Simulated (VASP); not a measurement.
# Al (Pm-3m) in VASP: notebook

Al is run at these levels: r2SCAN; tasks: single point, relaxation of cell and atoms.

Program: VASP 6.6.1. These are calculated values, not measurements. Logs are shortened: lines on timing, memory, paths and dates and some standing lists are left out, and cuts for length are marked.

## (1) The cell of the first run

It takes space group Pm-3m (No. 221, cubic). The conventional cell has a = 2.705 Å, b = 2.705 Å, c = 2.705 Å, α = 90.00°, β = 90.00°, γ = 90.00°. Within 3.6 Å of Al (site symmetry m-3m) lie 6 Al at 2.70 Å.

## (2) Single point, r2SCAN

The input, POSCAR:

```
Al
1.0
    2.7047302854      0.0000000000      0.0000000000
    0.0000000000      2.7047302854      0.0000000000
    0.0000000000      0.0000000000      2.7047302854
Al
1
Direct
    0.0000000000      0.0000000000      0.0000000000
```

The input, INCAR.step1:

```
SYSTEM = Al
ALGO = Normal
EDIFF = 1E-4
ENCUT = 520
GGA = PE
ISMEAR = 0
LASPH = .TRUE.
LCHARG = .FALSE.
LREAL = .FALSE.
LWAVE = .TRUE.
NBANDS = 8
NELM = 100
PREC = Accurate
SIGMA = 0.1
```

The input, INCAR.step2:

```
SYSTEM = Al
ALGO = Normal
EDIFF = 1E-7
ENCUT = 520
ISIF = 2
ISMEAR = 0
ISTART = 1
LASPH = .TRUE.
LCHARG = .FALSE.
LMIXTAU = .TRUE.
LREAL = .FALSE.
LWAVE = .FALSE.
METAGGA = R2SCAN
NBANDS = 8
NELM = 100
PREC = Accurate
SIGMA = 0.1
```

The input, KPOINTS:

```
k-points
0
G
  6 6 6
  0 0 0
```

Potentials or basis: VASP PAW PBE potentials, release 64 (Al).

The run is started by

```console
$ cat potpaw_PBE.64/Al/POTCAR > POTCAR
$ cp INCAR.step1 INCAR
$ mpirun -np 1 vasp_std > vasp.out
$ cp INCAR.step2 INCAR
$ mpirun -np 1 vasp_std > vasp.out
```

OUTCAR:

```text
SYSTEM = Al
   EDIFF = 1E-7
   ENCUT = 520
   ISIF = 2
   ISMEAR = 0
   ISTART = 1
   LASPH = .TRUE.
   LREAL = .FALSE.
   METAGGA = R2SCAN
   NELM = 100
   PREC = Accurate

 ion  position               nearest neighbor table
   1  0.000  0.000  0.000-

  LATTYP: Found a simple cubic cell.
 ALAT       =     2.7047302854

  Lattice vectors:

 A1 = (   2.7047302854,   0.0000000000,   0.0000000000)
 A2 = (   0.0000000000,   2.7047302854,   0.0000000000)
 A3 = (   0.0000000000,   0.0000000000,   2.7047302854)

Analysis of symmetry for initial positions (statically):
=====================================================================
 Subroutine PRICEL returns:
 Original cell was already a primitive cell.

 Routine SETGRP: Setting up the symmetry group for a
 simple cubic supercell.

 Subroutine GETGRP returns: Found 48 space group operations
 (whereof 48 operations were pure point group operations)
 out of a pool of 48 trial point group operations.

The static configuration has the point symmetry O_h .

Analysis of symmetry for dynamics (positions and initial velocities):
=====================================================================
 Subroutine PRICEL returns:
 Original cell was already a primitive cell.

 Routine SETGRP: Setting up the symmetry group for a
 simple cubic supercell.

 Subroutine GETGRP returns: Found 48 space group operations
 (whereof 48 operations were pure point group operations)
 out of a pool of 48 trial point group operations.

The dynamic configuration has the point symmetry O_h .

 Subroutine INISYM returns: Found 48 space group operations
 (whereof 48 operations are pure point group operations),
 and found     1 'primitive' translations

----------------------------------------------------------------------------------------

                                     Primitive cell

  volume of cell :      19.7866

  direct lattice vectors                    reciprocal lattice vectors
     2.704730285  0.000000000  0.000000000     0.369722632  0.000000000  0.000000000
     0.000000000  2.704730285  0.000000000     0.000000000  0.369722632  0.000000000
     0.000000000  0.000000000  2.704730285     0.000000000  0.000000000  0.369722632

  length of vectors
     2.704730285  2.704730285  2.704730285     0.369722632  0.369722632  0.369722632

  position of ions in fractional coordinates (direct lattice)
     0.000000000  0.000000000  0.000000000

  ion indices of the primitive-cell ions
   primitive index   ion index
                 1           1

----------------------------------------------------------------------------------------

 KPOINTS: k-points

Automatic generation of k-mesh.
 Grid dimensions read from file:
 generate k-points for:    6    6    6

 Generating k-lattice:

  Cartesian coordinates                     Fractional coordinates (reciprocal lattice)
     0.061620439  0.000000000  0.000000000     0.166666667  0.000000000  0.000000000
     0.000000000  0.061620439  0.000000000     0.000000000  0.166666667  0.000000000
     0.000000000  0.000000000  0.061620439     0.000000000  0.000000000  0.166666667

  Length of vectors
     0.061620439  0.061620439  0.061620439

  Shift w.r.t. Gamma in fractional coordinates (k-lattice)
     0.000000000  0.000000000  0.000000000

 Subroutine IBZKPT returns following result:
 ===========================================

 Found     20 irreducible k-points:

 Following reciprocal coordinates:
            Coordinates               Weight
  0.000000  0.000000  0.000000      1.000000
  0.166667  0.000000  0.000000      6.000000
  0.333333  0.000000  0.000000      6.000000
  0.500000  0.000000  0.000000      3.000000
  0.166667  0.166667  0.000000     12.000000
  0.333333  0.166667  0.000000     24.000000
[... 12 lines left out ...]
  0.500000  0.500000  0.333333      6.000000
  0.500000  0.500000  0.500000      1.000000
   k-points           NKPTS =     20   k-points in BZ     NKDIM =     20   number of bands    NBANDS=      8
   number of dos      NEDOS =    301   number of ions     NIONS =      1
   total plane-waves  NPLWV =   8000
   dimension x,y,z NGX =    20 NGY =   20 NGZ =   20
   dimension x,y,z NGXF=    40 NGYF=   40 NGZF=   40
   ions per type =               1
   NGX,Y,Z   is equivalent  to a cutoff of  12.29, 12.29, 12.29 a.u.
   NGXF,Y,Z  is equivalent  to a cutoff of  24.59, 24.59, 24.59 a.u.
 SYSTEM =  Al
   PREC   = accura    normal or accurate (medium, high low for compatibility)
   ISTART =      1    job   : 0-new  1-cont  2-samecut
   ICHARG =      0    charge: 1-file 2-atom 10-const
   ISPIN  =      1    spin polarized calculation?
   LNONCOLLINEAR =      F non collinear calculations
   LSORBIT =      F    spin-orbit coupling
   LASPH  =      T    aspherical Exc in radial PAW
   ENCUT  =  520.0 eV  38.22 Ry    6.18 a.u.   5.03  5.03  5.03*2*pi/ulx,y,z
   NELM   =    100;   NELMIN=  2; NELMDL=  0     # of ELM steps
   EDIFF  = 0.1E-06   stopping-criterion for ELM
   LREAL  =      F    real-space projection
   EDIFFG = 0.1E-05   stopping-criterion for IOM
   NSW    =      0    number of steps for IOM
   IBRION =     -1    ionic relax: 0-MD 1-quasi-New 2-CG
   NFREE  =      0    steps in history (QN), initial steepest desc. (CG)
   ISIF   =      2    stress and relaxation
   ISYM   =      2    0-nonsym 1-usesym 2-fastsym
   POTIM  = 0.5000    time-step for ionic-motion
   TEBEG  =    0.0;   TEEND  =   0.0 temperature during run
   PSTRESS=    0.0 pullay stress
   NELECT =       3.0000    total number of electrons
   NUPDOWN=      -1.0000    fix difference up-down
   EMIN   =  10.00;   EMAX   =-10.00  energy-range for DOS
   EFERMI =   0.00;   METHOD = LEGACY
   ISMEAR =     0;   SIGMA  =   0.10  broadening in eV -4-tet -1-fermi 0-gaus
   EFERMI_NEDOS =   21; number of points for ismear=-14 and -15
   IALGO  =     38    algorithm
   IMIX   =      4    mixing-type and parameters
     AMIX     =   0.40;   BMIX     =  1.00
     AMIX_MAG =   1.60;   BMIX_MAG =  1.00
  volume/ion in A,a.u.               =      19.79       133.53
  Fermi-wavevector in a.u.,A,eV,Ry     =   0.872954  1.649644 10.368298  0.762048
  Thomas-Fermi vector in A             =   1.992276
   LORBIT       =      0    0 simple, 1 ext, 2 COOP (PROOUT), +10 PAW based schemes
   METAGGA = R2SCAN    functional components
   LHFCALC =     F    Hartree Fock is set to
   AEXX    =    0.0000 exact exchange contribution
   IVDW    =     0    specifies the selected vdW correction
   LEPSILON=     F    determine dielectric tensor
   LRPA    =     F    only Hartree local field effects (RPA)
 non-spin polarized calculation
 Gauss-broadening in eV      SIGMA  =   0.10
  energy-cutoff  :      520.00
  volume of cell :       19.79
 maximum number of plane-waves:       554
   NGX = 11   NGY = 11   NGZ = 11

 number of electron       3.0000000 magnetization

 Free energy of the ion-electron system (eV)
  ---------------------------------------------------
  ext. energy  EPLUGINS =         0.00000000
  ---------------------------------------------------
  free energy    TOTEN  =        -6.19101684 eV

  energy without entropy =       -6.18572995  energy(sigma->0) =       -6.18837340

 E-fermi :   5.7568     XC(G=0): -10.0747

 val. band max:        5.6881394691   @ k =   0.5000   0.5000   0.1667
 cond. band min:       5.7926816295   @ k =   0.5000   0.5000   0.0000
 fundamental gap:      0.1045421603
 Fermi energy:         5.7568223151

 k-point     1 :       0.0000    0.0000    0.0000
  band No.  band energies     occupation
      1      -4.4463      2.00000
      2      14.2509      0.00000
      3      14.2509      0.00000
      4      15.7253      0.00000
      5      15.7253      0.00000
      6      15.7253      0.00000
      7      23.1500      0.00000
      8      31.4644      0.00000

 k-point     2 :       0.1667    0.0000    0.0000
  band No.  band energies     occupation
      1      -3.8549      2.00000
      2       9.6181      0.00000
      3      14.7438      0.00000
      4      16.2225      0.00000
      5      16.2225      0.00000
      6      19.3283      0.00000
      7      25.4299      0.00000
      8      28.1960      0.00000

 k-point     3 :       0.3333    0.0000    0.0000
  band No.  band energies     occupation
      1      -2.1037      2.00000
      2       4.8114      2.00000
      3      16.0453      0.00000
      4      17.7017      0.00000
      5      17.7017      0.00000
      6      21.9856      0.00000
      7      23.8972      0.00000
      8      23.8972      0.00000

 k-point     4 :       0.5000    0.0000    0.0000
  band No.  band energies     occupation
      1       0.3188      2.00000
      2       1.3436      2.00000
      3      17.0391      0.00000
      4      19.6218      0.00000
      5      19.6218      0.00000
      6      20.9873      0.00000
      7      20.9873      0.00000
      8      23.8157      0.00000

 k-point     5 :       0.1667    0.1667    0.0000
  band No.  band energies     occupation
      1      -3.2654      2.00000
      2       9.4928      0.00000
      3      11.0365      0.00000
      4      16.7171      0.00000
      5      17.7452      0.00000
      6      22.5343      0.00000
      7      24.0335      0.00000
      8      26.7324      0.00000
[... 133 lines left out ...]
 k-point    18 :       0.5000    0.3333    0.3333
  band No.  band energies     occupation
      1       4.8736      2.00000
      2       5.5752      1.98980
      3       9.9597      0.00000
      4      12.8080      0.00000
      5      13.2825      0.00000
      6      13.8064      0.00000
      7      18.7663      0.00000
      8      21.5672      0.00000

 k-point    19 :       0.5000    0.5000    0.3333
  band No.  band energies     occupation
      1       7.2381      0.00000
      2       7.2381      0.00000
      3       7.7571      0.00000
      4      10.2356      0.00000
      5      14.4326      0.00000
      6      14.4326      0.00000
      7      16.0021      0.00000
      8      19.0156      0.00000

 k-point    20 :       0.5000    0.5000    0.5000
  band No.  band energies     occupation
      1       8.9453      0.00000
      2       8.9453      0.00000
      3       8.9453      0.00000
      4      11.6131      0.00000
      5      11.6131      0.00000
      6      11.6131      0.00000
      7      13.9308      0.00000
      8      16.4334      0.00000

------------------------ aborting loop because EDIFF is reached ----------------------------------------

  FORCE on cell =-STRESS in cart. coord.  units (eV):
  Direction    XX          YY          ZZ          XY          YZ          ZX
  --------------------------------------------------------------------------------------
  -------------------------------------------------------------------------------------
  Total       -0.0062845     -0.0062845     -0.0062845      0.0000000      0.0000000     -0.0000000
  in kB       -0.5088728     -0.5088728     -0.5088728      0.0000000      0.0000000     -0.0000000
  external PRESSURE =      -0.5088728 kB  Pullay stress =       0.0000000 kB

 VOLUME and BASIS-vectors are now :
 -----------------------------------------------------------------------------
  energy-cutoff  :      520.00
  volume of cell :       19.79
      direct lattice vectors                 reciprocal lattice vectors
     2.704730285  0.000000000  0.000000000     0.369722632  0.000000000  0.000000000
     0.000000000  2.704730285  0.000000000     0.000000000  0.369722632  0.000000000
     0.000000000  0.000000000  2.704730285     0.000000000  0.000000000  0.369722632

 POSITION                                       TOTAL-FORCE (eV/Angst)
 -----------------------------------------------------------------------------------
      0.00000      0.00000      0.00000         0.000000      0.000000      0.000000
 -----------------------------------------------------------------------------------
    total drift:                               -0.000000      0.000000      0.000000

  FREE ENERGIE OF THE ION-ELECTRON SYSTEM (eV)
  ---------------------------------------------------
  free  energy   TOTEN  =        -6.1910168397 eV

  energy  without entropy=       -6.1857299548  energy(sigma->0) =       -6.18837340
```

Wall time 9.9 s (1 thread of Intel Xeon Platinum 8259CL at 2.50GHz (Skylake/Cascade Lake), shared host); peak memory 0.12 GiB.

What came out:

* Free energy: -6.1910 eV
* Pressure: -0.1 GPa

Caveat: the k points lie up to 0.39 Å⁻¹ apart; the PAW data sets were made with another functional, which shifts forces and pressure a little.

[end of part 1 of 2]
